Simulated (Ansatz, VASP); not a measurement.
**MgO: VASP beside Ansatz**

File INCAR:

```
SYSTEM = MgO
PREC = Accurate ; ENCUT = 520
EDIFF = 1E-7 ; ISMEAR = 0
SIGMA = 0.02 ; LREAL = .False.
LASPH = .True. ; NELM = 80
ALGO = Normal ; ISIF = 2
LWAVE = .False. ; LCHARG = .False.
GGA = PS ; NBANDS = 11
```

The input KPOINTS:

```
regular mesh
0
Gamma
  14 14 14
  0 0 0
```

POSCAR

```
MgO
1.0
    0.0000000000      2.1074622177      2.1074622177
    2.1074622177      0.0000000000      2.1074622177
    2.1074622177      2.1074622177      0.0000000000
Mg O
1 1
Direct
    0.0000000000      0.0000000000      0.0000000000
    0.5000000000      0.5000000000      0.5000000000
```

Input for Ansatz:

```yaml
crystal:
  lattice:
    - [0.0, 2.1074622177, 2.1074622177]
    - [2.1074622177, 0.0, 2.1074622177]
    - [2.1074622177, 2.1074622177, 0.0]
  atoms:
    - { symbol: Mg, position: [0.0, 0.0, 0.0] }
    - { symbol: O, position: [0.5, 0.5, 0.5] }
basis:
  ecutwfc: 420
kpoints:
  mp_grid: { grid: [14, 14, 14] }
hamiltonian:
  xc: pbesol
  pseudopotentials: { kind: paw, azcp: { folder: soft_1 } }
scf:
  occupations: { method: gaussian, width: 0.02 }
output:
  forces: true
  stress: true
  eigenvalues: true
```

Alike in both runs: task single point; functional PBEsol; k mesh 14 × 14 × 14; occupations gaussian, width 0.02 eV; no spin polarisation.

```csv
,VASP,Ansatz
version,VASP 6.6.1,Ansatz 0.2.0
potentials or method,"VASP PAW PBE potentials, release 64 (Mg, O), cutoff 520 eV","scalar-relativistic, plane waves, PAW"
valence electrons in the cell,8,16
```

Ansatz gave:

```
gap on the k mesh at the Fermi level (eV) : 4.62
least direct gap on the mesh (eV)         : 4.62
pressure (GPa)                            : 0.0
```

**Question.** What did VASP give for the same quantities?

**Answer.** gap on the k mesh at the Fermi level (eV): 4.61; least direct gap on the mesh (eV): 4.61; pressure (GPa): -0.6.

VASP's potentials were made for PBE, not for PBEsol, and Ansatz warns of the same on its side. The functional is the same, so the differences come from potentials, cutoffs and numerics. VASP's potentials hold 8 valence electrons a cell and Ansatz's 16, so a difference there can come from the potentials and not from the codes.
